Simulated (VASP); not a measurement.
# TiSb (P6_3/mmc) in VASP: further runs

Runs on TiSb. Level: LDA. Tasks: electric field gradients, single point.

All numbers are computed with VASP 6.6.1; they aren't measurements. Logs are shortened: lines on timing, memory, paths and dates and some standing lists are left out, and cuts for length are marked.

## 1. The cell of the first run

The structure is hexagonal, space group P6_3/mmc (No. 194). The conventional cell has a = 4.103 Å, b = 4.103 Å, c = 6.284 Å, α = 90.00°, β = 90.00°, γ = 120.00°. Ti (site symmetry -3m) has 6 Sb at 2.84 Å and 2 Ti at 3.14 Å within 3.7 Å. Within 3.7 Å of Sb (site symmetry -6m2) lie 6 Ti at 2.84 Å.

## 2. Electric field gradients, LDA

INCAR reads:

```
ALGO     = Normal         # electronic algorithm
EDIFF    = 1E-8           # SCF threshold, eV
ENCUT    = 520            # plane-wave cutoff, eV
ISIF     = 2              # what is computed and relaxed
ISMEAR   = -1             # smearing method
LASPH    = T              # aspherical terms in the spheres
LCHARG   = F              # write CHGCAR
LEFG     = T            
LREAL    = F              # projectors in reciprocal space
LWAVE    = F              # write WAVECAR
NBANDS   = 25             # bands
NELM     = 100            # most SCF steps
PREC     = Accurate       # precision mode
SIGMA    = 0.03           # smearing width, eV
```

KPOINTS reads:

```
k-points
0
Gamma
  12 12 7
```

POSCAR reads:

```
TiSb
1.0
    4.1032991169      0.0000000000      0.0000000000
   -2.0516495585      3.5535612746      0.0000000000
    0.0000000000      0.0000000000      6.2836000000
Ti Sb
2 2
Direct
    0.0000000000      0.0000000000      0.0000000000
    0.0000000000      0.0000000000      0.5000000000
    0.3333333333      0.6666666667      0.2500000000
    0.6666666667      0.3333333333      0.7500000000
```

Potentials or basis: VASP PAW LDA potentials, release 64 (Ti_sv, Sb).

The run is started by

```
> cat potpaw_LDA.64/Ti_sv/POTCAR potpaw_LDA.64/Sb/POTCAR > POTCAR
> mpirun -np 1 vasp_std > vasp.out
```

OUTCAR:

```text
EDIFF = 1E-8
   ENCUT = 520
   ISIF = 2
   ISMEAR = -1
   LASPH = T
   LREAL = F
   NELM = 100
   PREC = Accurate

 ion  position               nearest neighbor table
   1  0.000  0.000  0.000-   3 2.84   4 2.84   4 2.84   3 2.84   4 2.84   3 2.84
   2  0.000  0.000  0.500-   3 2.84   4 2.84   4 2.84   3 2.84   4 2.84   3 2.84
   3  0.333  0.667  0.250-   1 2.84   2 2.84   1 2.84   2 2.84   1 2.84   2 2.84
   4  0.667  0.333  0.750-   1 2.84   2 2.84   1 2.84   2 2.84   1 2.84   2 2.84

  LATTYP: Found a hexagonal cell.
 ALAT       =     4.1032991169
 C/A-ratio  =     1.5313531432

  Lattice vectors:

 A1 = (   4.1032991169,   0.0000000000,   0.0000000000)
 A2 = (  -2.0516495585,   3.5535612746,   0.0000000000)
 A3 = (   0.0000000000,   0.0000000000,   6.2836000000)

Analysis of symmetry for initial positions (statically):
=====================================================================
 Subroutine PRICEL returns:
 Original cell was already a primitive cell.

 Routine SETGRP: Setting up the symmetry group for a
 hexagonal supercell.

 Subroutine GETGRP returns: Found 24 space group operations
 (whereof 12 operations were pure point group operations)
 out of a pool of 24 trial point group operations.

The static configuration has the point symmetry D_3d.
 The point group associated with its full space group is D_6h.

Analysis of symmetry for dynamics (positions and initial velocities):
=====================================================================
 Subroutine PRICEL returns:
 Original cell was already a primitive cell.

 Routine SETGRP: Setting up the symmetry group for a
 hexagonal supercell.

 Subroutine GETGRP returns: Found 24 space group operations
 (whereof 12 operations were pure point group operations)
 out of a pool of 24 trial point group operations.

The dynamic configuration has the point symmetry D_3d.
 The point group associated with its full space group is D_6h.

 Subroutine INISYM returns: Found 24 space group operations
 (whereof 12 operations are pure point group operations),
 and found     1 'primitive' translations

----------------------------------------------------------------------------------------

                                     Primitive cell

  volume of cell :      91.6232

  direct lattice vectors                    reciprocal lattice vectors
     4.103299117  0.000000000  0.000000000     0.243706338  0.140703920  0.000000000
    -2.051649558  3.553561275  0.000000000     0.000000000  0.281407839  0.000000000
     0.000000000  0.000000000  6.283600000     0.000000000  0.000000000  0.159144439

  length of vectors
     4.103299117  4.103299117  6.283600000     0.281407839  0.281407839  0.159144439

  position of ions in fractional coordinates (direct lattice)
     0.000000000  0.000000000  0.000000000
     0.000000000  0.000000000  0.500000000
     0.333333333  0.666666667  0.250000000
     0.666666667  0.333333333  0.750000000

  ion indices of the primitive-cell ions
   primitive index   ion index
                 1           1
                 2           2
                 3           3
                 4           4

----------------------------------------------------------------------------------------

 KPOINTS: k-points

Automatic generation of k-mesh.
 Grid dimensions read from file:
 generate k-points for:   12   12    7

 Generating k-lattice:

  Cartesian coordinates                     Fractional coordinates (reciprocal lattice)
     0.020308861  0.011725327  0.000000000     0.083333333  0.000000000  0.000000000
     0.000000000  0.023450653  0.000000000     0.000000000  0.083333333  0.000000000
     0.000000000  0.000000000  0.022734920     0.000000000  0.000000000  0.142857143

  Length of vectors
     0.023450653  0.023450653  0.022734920

  Shift w.r.t. Gamma in fractional coordinates (k-lattice)
     0.000000000  0.000000000  0.000000000

 Subroutine IBZKPT returns following result:
 ===========================================

 Found     76 irreducible k-points:

 Following reciprocal coordinates:
            Coordinates               Weight
  0.000000  0.000000  0.000000      1.000000
  0.083333 -0.000000  0.000000      6.000000
  0.166667 -0.000000  0.000000      6.000000
  0.250000 -0.000000  0.000000      6.000000
  0.333333 -0.000000  0.000000      6.000000
  0.416667 -0.000000  0.000000      6.000000
[... 16 lines left out ...]
  0.250000 -0.000000  0.142857     12.000000
  0.333333 -0.000000  0.142857     12.000000
 [... further k-points ...]
   k-points           NKPTS =     76   k-points in BZ     NKDIM =     76   number of bands    NBANDS=     25
   number of dos      NEDOS =    301   number of ions     NIONS =      4
   total plane-waves  NPLWV =  49152
   dimension x,y,z NGX =    32 NGY =   32 NGZ =   48
   dimension x,y,z NGXF=    64 NGYF=   64 NGZF=   96
   ions per type =               2   2
   NGX,Y,Z   is equivalent  to a cutoff of  12.96, 12.96, 12.70 a.u.
   NGXF,Y,Z  is equivalent  to a cutoff of  25.93, 25.93, 25.40 a.u.
 SYSTEM =  unknown system
   PREC   = accura    normal or accurate (medium, high low for compatibility)
   ISTART =      0    job   : 0-new  1-cont  2-samecut
   ICHARG =      2    charge: 1-file 2-atom 10-const
   ISPIN  =      1    spin polarized calculation?
   LNONCOLLINEAR =      F non collinear calculations
   LSORBIT =      F    spin-orbit coupling
   LASPH  =      T    aspherical Exc in radial PAW
   ENCUT  =  520.0 eV  38.22 Ry    6.18 a.u.   7.63  7.63 11.68*2*pi/ulx,y,z
   NELM   =    100;   NELMIN=  2; NELMDL= -5     # of ELM steps
   EDIFF  = 0.1E-07   stopping-criterion for ELM
   LREAL  =      F    real-space projection
   EDIFFG = 0.1E-06   stopping-criterion for IOM
   NSW    =      0    number of steps for IOM
   IBRION =     -1    ionic relax: 0-MD 1-quasi-New 2-CG
   NFREE  =      0    steps in history (QN), initial steepest desc. (CG)
   ISIF   =      2    stress and relaxation
   ISYM   =      2    0-nonsym 1-usesym 2-fastsym
   POTIM  = 0.5000    time-step for ionic-motion
   TEBEG  =    0.0;   TEEND  =   0.0 temperature during run
   PSTRESS=    0.0 pullay stress
   NELECT =      34.0000    total number of electrons
   NUPDOWN=      -1.0000    fix difference up-down
   EMIN   =  10.00;   EMAX   =-10.00  energy-range for DOS
   EFERMI =   0.00;   METHOD = LEGACY
   ISMEAR =    -1;   SIGMA  =   0.03  broadening in eV -4-tet -1-fermi 0-gaus
   EFERMI_NEDOS =   21; number of points for ismear=-14 and -15
   IALGO  =     38    algorithm
   IMIX   =      4    mixing-type and parameters
     AMIX     =   0.40;   BMIX     =  1.00
     AMIX_MAG =   1.60;   BMIX_MAG =  1.00
  volume/ion in A,a.u.               =      22.91       154.58
  Fermi-wavevector in a.u.,A,eV,Ry     =   1.176430  2.223130 18.830283  1.383987
  Thomas-Fermi vector in A             =   2.312794
   LORBIT       =      0    0 simple, 1 ext, 2 COOP (PROOUT), +10 PAW based schemes
   GGA     = CA    functional components
   LHFCALC =     F    Hartree Fock is set to
   AEXX    =    0.0000 exact exchange contribution
   IVDW    =     0    specifies the selected vdW correction
   LEPSILON=     F    determine dielectric tensor
   LRPA    =     F    only Hartree local field effects (RPA)
 non-spin polarized calculation
  energy-cutoff  :      520.00
  volume of cell :       91.62
 maximum number of plane-waves:      2495
 NGX is ok and might be reduce to    32
   NGX = 15   NGY = 15   NGZ = 23

 number of electron      33.9999987 magnetization

 Free energy of the ion-electron system (eV)
  ---------------------------------------------------
  ext. energy  EPLUGINS =         0.00000000
  ---------------------------------------------------
  free energy    TOTEN  =       -28.62004390 eV

  energy without entropy =      -28.60808801  energy(sigma->0) =      -28.61406595

 E-fermi :   7.8341     XC(G=0): -10.6648

 val. band max:        7.8331767486   @ k =   0.3333  -0.0000   0.4286
 cond. band min:       7.8359440364   @ k =   0.3333   0.2500   0.2857
 fundamental gap:      0.0027672878
 Fermi energy:         7.8340922207

 k-point     1 :       0.0000    0.0000    0.0000
  band No.  band energies     occupation
      1     -48.9122      2.00000
      2     -48.8953      2.00000
      3     -25.6350      2.00000
      4     -25.6350      2.00000
      5     -25.6158      2.00000
      6     -25.6158      2.00000
[... 17 lines left out ...]
     24      10.5295      0.00000
     25      11.4533      0.00000

 k-point     2 :       0.0833   -0.0000    0.0000
  band No.  band energies     occupation
      1     -48.9121      2.00000
      2     -48.8952      2.00000
      3     -25.6364      2.00000
      4     -25.6354      2.00000
      5     -25.6169      2.00000
      6     -25.6160      2.00000
[... 17 lines left out ...]
     24      10.5066      0.00000
     25      11.2666      0.00000

 k-point     3 :       0.1667   -0.0000    0.0000
  band No.  band energies     occupation
      1     -48.9119      2.00000
      2     -48.8950      2.00000
      3     -25.6402      2.00000
      4     -25.6363      2.00000
      5     -25.6198      2.00000
      6     -25.6165      2.00000
[... 552 lines left out ...]
 k-point    23 :       0.2500   -0.0000    0.1429
  band No.  band energies     occupation
      1     -48.9108      2.00000
      2     -48.8956      2.00000
      3     -25.6443      2.00000
      4     -25.6366      2.00000
      5     -25.6249      2.00000
      6     -25.6183      2.00000
[... 17 lines left out ...]
     24      10.2437      0.00000
     25      11.0623      0.00000

 k-point    24 :       0.3333   -0.0000    0.1429
  band No.  band energies     occupation
      1     -48.9105      2.00000
      2     -48.8953      2.00000
      3     -25.6494      2.00000
      4     -25.6379      2.00000
      5     -25.6289      2.00000
      6     -25.6190      2.00000
[... 17 lines left out ...]
     24      10.1614      0.00000
     25      11.2788      0.00000

 [... further k-points ...]

------------------------ aborting loop because EDIFF is reached ----------------------------------------

  FORCE on cell =-STRESS in cart. coord.  units (eV):
  Direction    XX          YY          ZZ          XY          YZ          ZX
  --------------------------------------------------------------------------------------
  -------------------------------------------------------------------------------------
  Total       -4.6268047     -4.6268047     -4.9309905      0.0000000      0.0000000      0.0000000
  in kB      -80.9070260    -80.9070260    -86.2261977      0.0000000      0.0000000      0.0000000
  external PRESSURE =     -82.6800833 kB  Pullay stress =       0.0000000 kB

 VOLUME and BASIS-vectors are now :
 -----------------------------------------------------------------------------
  energy-cutoff  :      520.00
  volume of cell :       91.62
      direct lattice vectors                 reciprocal lattice vectors
     4.103299117  0.000000000  0.000000000     0.243706338  0.140703920  0.000000000
    -2.051649558  3.553561275  0.000000000     0.000000000  0.281407839  0.000000000
     0.000000000  0.000000000  6.283600000     0.000000000  0.000000000  0.159144439

 POSITION                                       TOTAL-FORCE (eV/Angst)
 -----------------------------------------------------------------------------------
      0.00000      0.00000      0.00000        -0.000000      0.000000     -0.000000
      0.00000      0.00000      3.14180        -0.000000      0.000000     -0.000000
     -0.00000      2.36904      1.57090         0.000000     -0.000000     -0.000000
      2.05165      1.18452      4.71270        -0.000000      0.000000      0.000000
 -----------------------------------------------------------------------------------
    total drift:                                0.000000     -0.000000      0.000000

  FREE ENERGIE OF THE ION-ELECTRON SYSTEM (eV)
  ---------------------------------------------------
  free  energy   TOTEN  =       -28.6200439022 eV

  energy  without entropy=      -28.6080880062  energy(sigma->0) =      -28.61406595

 Electric field gradients (V/A^2)
---------------------------------------------------------------------
 ion       V_xx      V_yy      V_zz      V_xy      V_xz      V_yz
---------------------------------------------------------------------
   1      25.913    25.912   -51.825    -0.001     0.000    -0.000
   2      25.913    25.912   -51.825    -0.001    -0.000     0.000
   3     -14.947   -14.947    29.894    -0.000     0.000    -0.000
   4     -14.947   -14.947    29.894    -0.000     0.000     0.000
---------------------------------------------------------------------

 Electric field gradients after diagonalization (V/A^2)
 (convention: |V_zz| > |V_xx| > |V_yy|)
----------------------------------------------------------------------
 ion       V_xx      V_yy      V_zz     asymmetry (V_yy - V_xx)/ V_zz
----------------------------------------------------------------------
   1      25.914    25.911   -51.825       0.000
   2      25.914    25.911   -51.825       0.000
   3     -14.947   -14.947    29.894       0.000
   4     -14.947   -14.947    29.894       0.000
----------------------------------------------------------------------

           NMR quadrupolar parameters

 Cq : quadrupolar parameter    Cq=e*Q*V_zz/h
 eta: asymmetry parameters     (V_yy - V_xx)/ V_zz
 Q  : nuclear electric quadrupole moment in mb (millibarn)
----------------------------------------------------------------------
 ion       Cq(MHz)       eta       Q (mb)
----------------------------------------------------------------------
   1      -0.125       0.000       1.000
   2      -0.125       0.000       1.000
   3       0.072       0.000       1.000
   4       0.072       0.000       1.000
----------------------------------------------------------------------
```

Run time: 78 s. Hardware: 1 thread of Intel Xeon 6975P-C (Granite Rapids), shared host; peak memory 0.29 GiB.

What came out:

- Free energy: -28.6200 eV
- Pressure: -8.3 GPa
- Band gap on the k mesh: zero (bands 17 and 18 overlap by 0.47 eV)
- Largest electric field gradient by atom: Ti -51.8; Sb +29.9 V/Å²

Levels at points of the mesh, in eV from the Fermi level:
```tsv
k point	band 14	band 15	band 16	band 17	band 18	band 19	band 20	band 21
(0.00, 0.00, 0.00)	-1.04	-0.28	-0.28	-0.03	-0.03	0.94	0.94	1.19
(0.50, 0.00, 0.00)	-2.62	-2.32	-1.46	-1.23	0.56	0.64	0.71	0.71
```

Electric field gradients, principal values (V/Å²):
| atom | least | middle | greatest (by size) |
| --- | --- | --- | --- |
| 1 Ti | 25.911 | 25.914 | -51.825 |
| 2 Ti | 25.911 | 25.914 | -51.825 |
| 3 Sb | -14.947 | -14.947 | 29.894 |
| 4 Sb | -14.947 | -14.947 | 29.894 |

Caveat: the cell stands under tension; without QUAD_EFG the Cq values of the log hold for a quadrupole moment of 1 mb, not for the nuclei; spin-orbit coupling is left out, which moves the levels of the heavy elements.

## 3. Single point, LDA

POSCAR is that of step 2.

INCAR.step1 reads:

```
PREC = Accurate ; ENCUT = 520
EDIFF = 1E-6 ; ISMEAR = -1
SIGMA = 0.03 ; LREAL = F
LASPH = T ; NELM = 80
ALGO = Normal ; ISIF = 2
LWAVE = F ; LCHARG = T
LMAXMIX = 4 ; NBANDS = 25
```

KPOINTS.step1 reads:

```
regular mesh
0
Gamma
  12 12 7
```

INCAR.step2 reads:

```
PREC = Accurate ; ENCUT = 520
EDIFF = 1E-6 ; ISMEAR = -5
SIGMA = 0.03 ; LREAL = F
LASPH = T ; NELM = 80
ALGO = Normal ; ISIF = 2
LWAVE = F ; LCHARG = F
LMAXMIX = 4 ; LORBIT = 10
NBANDS = 25 ; NEDOS = 2001
ICHARG = 11
```

KPOINTS.step2 reads:

```
regular mesh
0
Gamma
  18 18 11
```

Potentials or basis: VASP PAW LDA potentials, release 64 (Ti_sv, Sb).

The run is started by

```
> cat potpaw_LDA.64/Ti_sv/POTCAR potpaw_LDA.64/Sb/POTCAR > POTCAR
> cp INCAR.step1 INCAR
> cp KPOINTS.step1 KPOINTS
> mpirun -np 1 vasp_std > vasp.out
> cp INCAR.step2 INCAR
> cp KPOINTS.step2 KPOINTS
> mpirun -np 1 vasp_std > vasp.out
```

OUTCAR:

```text
PREC = Accurate
   ENCUT = 520
   EDIFF = 1E-6
   ISMEAR = -5
   LREAL = F
   LASPH = T
   NELM = 80
   ISIF = 2
   LORBIT = 10
   ICHARG = 11

 ion  position               nearest neighbor table
   1  0.000  0.000  0.000-   3 2.84   4 2.84   4 2.84   3 2.84   4 2.84   3 2.84
   2  0.000  0.000  0.500-   3 2.84   4 2.84   4 2.84   3 2.84   4 2.84   3 2.84
   3  0.333  0.667  0.250-   1 2.84   2 2.84   1 2.84   2 2.84   1 2.84   2 2.84
   4  0.667  0.333  0.750-   1 2.84   2 2.84   1 2.84   2 2.84   1 2.84   2 2.84

  LATTYP: Found a hexagonal cell.
 ALAT       =     4.1032991169
 C/A-ratio  =     1.5313531432

  Lattice vectors:

 A1 = (   4.1032991169,   0.0000000000,   0.0000000000)
 A2 = (  -2.0516495585,   3.5535612746,   0.0000000000)
 A3 = (   0.0000000000,   0.0000000000,   6.2836000000)

Analysis of symmetry for initial positions (statically):
=====================================================================
 Subroutine PRICEL returns:
 Original cell was already a primitive cell.

 Routine SETGRP: Setting up the symmetry group for a
 hexagonal supercell.

[... 185 lines left out ...]
      3     -25.6350      2.00000
      4     -25.6350      2.00000
      5     -25.6158      2.00000
      6     -25.6158      2.00000
[... 661 lines left out ...]
     24      10.1969      0.00000
     25      11.0426      0.00000

 [... further k-points ...]

------------------------ aborting loop because EDIFF is reached ----------------------------------------

  FORCE on cell =-STRESS in cart. coord.  units (eV):
  Direction    XX          YY          ZZ          XY          YZ          ZX
  --------------------------------------------------------------------------------------
  -------------------------------------------------------------------------------------
  Total       -4.6270904     -4.6270904     -5.0566247      0.0000000      0.0000000      0.0000000
  in kB      -80.9120205    -80.9120205    -88.4231106      0.0000000      0.0000000      0.0000000
  external PRESSURE =     -83.4157172 kB  Pullay stress =       0.0000000 kB

 VOLUME and BASIS-vectors are now :
 -----------------------------------------------------------------------------
  energy-cutoff  :      520.00
  volume of cell :       91.62
      direct lattice vectors                 reciprocal lattice vectors
     4.103299117  0.000000000  0.000000000     0.243706338  0.140703920  0.000000000
    -2.051649558  3.553561275  0.000000000     0.000000000  0.281407839  0.000000000
     0.000000000  0.000000000  6.283600000     0.000000000  0.000000000  0.159144439

 POSITION                                       TOTAL-FORCE (eV/Angst)
 -----------------------------------------------------------------------------------
      0.00000      0.00000      0.00000         0.000000      0.000000      0.000000
      0.00000      0.00000      3.14180         0.000000      0.000000      0.000000
     -0.00000      2.36904      1.57090        -0.000000      0.000000     -0.000000
      2.05165      1.18452      4.71270        -0.000000      0.000000      0.000000
 -----------------------------------------------------------------------------------
    total drift:                                0.000000     -0.000000      0.000000

  FREE ENERGIE OF THE ION-ELECTRON SYSTEM (eV)
  ---------------------------------------------------
  free  energy   TOTEN  =       -28.6136244235 eV

  energy  without entropy=      -28.6136244235  energy(sigma->0) =      -28.61362442

 total charge

# of ion       s       p       d       tot
------------------------------------------
    1        2.162   6.093   1.925  10.180
    2        2.162   6.093   1.925  10.180
    3        1.125   1.387   0.040   2.551
    4        1.125   1.387   0.040   2.551
--------------------------------------------------
tot          6.573  14.959   3.930  25.462
```

It took 3 min on 1 thread of Intel Xeon 6975P-C (Granite Rapids), shared host; peak memory 0.51 GiB.

What came out:

```
Valence electrons inside the program's atomic spheres : Ti 10.18; Sb 2.55
```

Caveat: spin-orbit coupling is left out, which moves the levels of the heavy elements.
